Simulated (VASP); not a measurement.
A run of VASP 6.6.1 is set up as follows.

The input INCAR:

```
ALGO = Normal ; DIPOL = 0.5 0.5 0.389
EDIFF = 1E-6 ; ENCUT = 520
GGA = PE ; IDIPOL = 3
ISIF = 2 ; ISMEAR = 0
IVDW = 12 ; LASPH = True
LCHARG = False ; LDIPOL = True
LREAL = False ; LWAVE = False
NBANDS = 16 ; NELM = 80
PREC = Accurate ; SIGMA = 0.1
```

The input KPOINTS:

```
k-points
0
Gamma
  9 9 1
```

Contents of POSCAR:

```
Si
1.0
    3.8475254764      0.0000000000      0.0000000000
   -1.9237627382      3.3320548043      0.0000000000
    0.0000000000      0.0000000000     18.4415958250
Si
4
Direct
    0.3333333333      0.6666666667      0.2695427207
    0.6666666667      0.3333333333      0.2440135899
    0.1666666667      1.6666666667      0.5336629172
    0.5000000000      1.3333333333      0.5081337863
```

Potentials or basis: VASP PAW PBE potentials, release 64 (Si).

Run with:

```bash
$ cat potpaw_PBE.64/Si/POTCAR > POTCAR
$ mpirun -np 1 vasp_std > vasp.out
```

Question: What does it give for the largest force?

Answer: 0.089 eV/Å.

Question: What does it give for the dispersion energy per atom?

Answer: -0.228 eV.

Question: Predict the band gap on the k mesh.

Answer: 0.31 eV, direct.

Forces on the atoms (eV/Å):
```
Si   0.005 -0.004  0.089
Si   0.004  0.000  0.038
Si  -0.004  0.000 -0.038
Si  -0.005  0.004 -0.089
```
